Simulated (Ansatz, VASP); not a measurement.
# WC: VASP beside Ansatz

```
CELL_PARAMETERS angstrom
2.92177 0.00000 0.00000
-1.46089 2.47972 0.00000
0.00000 0.00000 2.84708
ATOMIC_POSITIONS crystal
W 0.00000 0.00000 0.00000
C 0.66667 0.33333 0.50000
```

Change from the starting cell: strain -0.0200 x Voigt [0, 1, 0, 0, 0, 0], atoms carried along.

Alike in both runs: task single point; functional PBE; k mesh 24 × 24 × 22; occupations gaussian, width 0.15 eV; no spin polarisation.

|  | VASP | Ansatz |
| --- | --- | --- |
| version | VASP 6.6.1 | Ansatz 0.2.0 |
| potentials or method | VASP PAW PBE potentials, release 64 (W_sv, C), cutoff 520 eV | scalar-relativistic, plane waves, PAW |
| valence electrons in the cell | 18 | 18 |

VASP gave:

| Property | Result |
| --- | --- |
| gap on the k mesh at the Fermi level (eV) | none |
| pressure (GPa) | 9.0 |
| traceless stress, the component that is largest in VASP (GPa) | 7.37 |
| rms of the force components (eV/Å) | 0.069 |

What did Ansatz give for the same quantities?

gap on the k mesh at the Fermi level (eV): none; pressure (GPa): 7.9; traceless stress, the component that is largest in VASP (GPa): 7.45; rms of the force components (eV/Å): 0.067.

Atom by atom the forces differ by 0.001 eV/Å (rms over components). A gap of «none» marks a metal or a gap that the smearing closes.

Spin-orbit coupling is off throughout.
